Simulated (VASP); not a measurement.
**Pd2PtS3: single point with PBE**

Crystal: Pd2PtS3.

```
Pd Pt S
1.0
    -2.40225    2.40225    4.61571
     2.40225   -2.40225    4.61571
     2.40225    2.40225   -4.61571
Pd Pt S
2 1 3
Direct
  0.75000 0.25000 0.50000
  0.25000 0.75000 0.50000
  0.50000 0.50000 0.00000
  0.50000 0.00000 0.50000
  0.00000 0.50000 0.50000
  0.00000 0.00000 0.00000
```

| Property | Result |
| --- | --- |
| Program | VASP 6.6.1 |
| Task | single point |
| Functional | PBE |
| Potentials or basis | VASP PAW PBE potentials, release 64 (Pd, Pt, S) |
| Cutoff | 520 eV |
| k mesh | 12 × 12 × 12 |
| Occupations | gaussian, width 0.1 eV |
| Spin | no spin polarisation |

- Pressure: -0.1 GPa
- Band gap on the k mesh: zero (band 24 reaches 7.75 eV, above the bottom of band 25 at 6.91 eV)

Stress tensor (GPa, compression positive):
```
-0.14  0.00  0.00
 0.00 -0.14  0.00
 0.00  0.00  0.06
```

Levels at points of the mesh, in eV from the Fermi level:
```csv
k point,band 22,band 23,band 24,band 25,band 26,band 27
"(0.00, 0.00, 0.00)",-1.04,-0.77,-0.16,0.94,0.94,2.05
"(0.50, 0.00, 0.00)",-1.24,-1.04,-0.84,-0.28,0.82,2.58
"(0.50, 0.50, 0.00)",-1.00,-0.83,-0.75,0.43,0.80,2.35
"(0.50, 0.50, 0.50)",-0.86,-0.86,-0.77,-0.18,1.10,4.60
```

It took 33 min on 1 thread of Oxide Virtual Turin-like Processor (shared host), peak memory 0.68 GiB.

Caveat: spin-orbit coupling is left out, which moves the levels of the heavy elements.
